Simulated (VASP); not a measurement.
A run of VASP 6.6.1 is set up as follows.

Contents of INCAR:

```
SYSTEM = P
ALGO     = Normal         ! electronic algorithm
EDIFF    = 1E-6           ! SCF threshold, eV
ENCUT    = 520            ! plane-wave cutoff, eV
GGA      = RE             ! functional
ISIF     = 2              ! what is computed and relaxed
ISMEAR   = -1             ! smearing method
LASPH    = .TRUE.         ! aspherical terms in the spheres
LCHARG   = .FALSE.        ! write CHGCAR
LREAL    = .FALSE.        ! projectors in reciprocal space
LWAVE    = .FALSE.        ! write WAVECAR
NBANDS   = 8              ! bands
NELM     = 100            ! most SCF steps
PREC     = Accurate       ! precision mode
SIGMA    = 0.1            ! smearing width, eV
```

File KPOINTS:

```
k-points
0
G
  16 16 16
  0 0 0
```

POSCAR

```
P
1.0
    0.0000000000      1.9950773150      1.9950773150
    1.9950773150      0.0000000000      1.9950773150
    1.9950773150      1.9950773150      0.0000000000
P
1
Direct
    0.0000000000      0.0000000000      0.0000000000
```

Potentials or basis: VASP PAW PBE potentials, release 64 (P).

The run is started by

```sh
$ cat potpaw_PBE.64/P/POTCAR > POTCAR
$ mpirun -np 1 vasp_std > vasp.out
```

(1) Predict the pressure.

Results:

(1) -6.2 GPa.

Caveat: the PAW data sets were made with another functional, which shifts forces and pressure a little.
